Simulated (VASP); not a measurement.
Set up this calculation in VASP 6.6.1, as the native input.

```
Task                   : single point
Functional             : LDA
Potentials or basis    : VASP PAW LDA potentials, release 64 (Ti_sv, Ga_d)
Cutoff                 : 520 eV
k mesh                 : 7 × 7 × 5
Occupations            : methfessel-paxton, width 0.05 eV
Spin                   : no spin polarisation
Dipole correction      : no
Further INCAR settings : ALGO = Normal; EDIFF = 1e-07; NBANDS = 46
```

The structure of Ti2Ga lies in POSCAR:

```
Ti2Ga
1.0
    4.5100000000      0.0000000000      0.0000000000
   -2.2550000000      3.9057700000      0.0000000000
    0.0000000000      0.0000000000      5.5000000000
Ti Ga
4 2
Direct
    0.3333333333      0.6666666667      0.7500000000
    0.6666666667      0.3333333333      0.2500000000
    0.0000000000      0.0000000000      0.0000000000
    0.0000000000      0.0000000000      0.5000000000
    0.3333333333      0.6666666667      0.2500000000
    0.6666666667      0.3333333333      0.7500000000
```

These files were run (other wordings do the same):

INCAR

```
SYSTEM = Ti2Ga
PREC = Accurate ; ENCUT = 520
EDIFF = 1E-7 ; ISMEAR = 1
SIGMA = 0.05 ; LREAL = .False.
LASPH = .True. ; NELM = 80
ALGO = Normal ; ISIF = 2
LWAVE = .False. ; LCHARG = .True.
GGA = CA ; LELF = .True.
LVHAR = .True. ; NBANDS = 46
```

KPOINTS

```
Automatic mesh
0
Gamma
  7 7 5
  0 0 0
```

Potentials or basis: VASP PAW LDA potentials, release 64 (Ti_sv, Ga_d).

Run with:

```bash
$ cat potpaw_LDA.64/Ti_sv/POTCAR potpaw_LDA.64/Ga_d/POTCAR > POTCAR
$ mpirun -np 1 vasp_std > vasp.out
```

Results of the run:

```yaml
Pressure: -8.3 GPa
Band_gap_on_the_k_mesh: zero (band 37 reaches 8.08 eV, above the bottom of band 38 at 7.35 eV)
```

Wall time 75 s on 1 thread of AMD EPYC 9R45 96-Core Processor (Zen 5), on a shared host, peak memory 0.2 GiB.
